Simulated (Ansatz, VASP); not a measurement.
HfN in VASP and in Ansatz

Contents of INCAR:

```
SYSTEM = HfN
  ALGO = Normal
  EDIFF = 1E-7
  ENCUT = 520
  ISIF = 2
  ISMEAR = 0
  LASPH = .TRUE.
  LCHARG = .FALSE.
  LREAL = .FALSE.
  LWAVE = .FALSE.
  NBANDS = 14
  NELM = 80
  PREC = Accurate
  SIGMA = 0.15
```

File KPOINTS:

```
k-points
0
G
  16 16 16
  0 0 0
```

POSCAR

```
HfN
1.0
    0.0000000000      2.3934514500      2.5161925500
    2.3934514500      0.0000000000      2.5161925500
    2.3934514500      2.3934514500      0.0000000000
Hf N
1 1
Direct
    0.0000000000      0.0000000000      0.0000000000
    0.7500000000      0.7500000000      0.7500000000
```

Input for Ansatz:

```yaml
crystal:
  lattice:
    - [0.0, 2.39345145, 2.51619255]
    - [2.39345145, 0.0, 2.51619255]
    - [2.39345145, 2.39345145, 0.0]
  atoms:
    - { symbol: Hf, position: [0.0, 0.0, 0.0] }
    - { symbol: "N", position: [0.75, 0.75, 0.75] }
basis:
  ecutwfc: 420
kpoints:
  mp_grid: { grid: [16, 16, 16] }
hamiltonian:
  xc: lda
scf:
  occupations: { method: gaussian, width: 0.15 }
output:
  forces: true
  stress: true
  eigenvalues: true
```

Change from the starting cell: strain -0.025 along x and y, +0.025 along z, atoms carried along.

Alike in both runs: task single point; functional LDA; k mesh 16 × 16 × 16; occupations gaussian, width 0.15 eV; no spin polarisation.

|  | VASP | Ansatz |
| --- | --- | --- |
| version | VASP 6.6.1 | Ansatz 0.2.0 |
| potentials or method | VASP PAW LDA potentials, release 64 (Hf_pv, N), cutoff 520 eV | scalar-relativistic, plane waves, PAW |
| valence electrons in the cell | 15 | 31 |

```tsv
	VASP	Ansatz	Ansatz less VASP
gap on the k mesh at the Fermi level (eV)	none	none	-
pressure (GPa)	-5.2	-5.0	+0.27
traceless stress, the component that is largest in VASP (GPa)	-5.57	-5.60	-0.032
```

LDA's correlation is that of Perdew and Zunger in VASP and of Perdew and Wang (1992) in Ansatz. A gap of «none» marks a metal or a gap that the smearing closes. VASP's potentials hold 15 valence electrons a cell and Ansatz's 31, so a difference there can come from the potentials and not from the codes.

Neither program's run includes spin-orbit coupling.
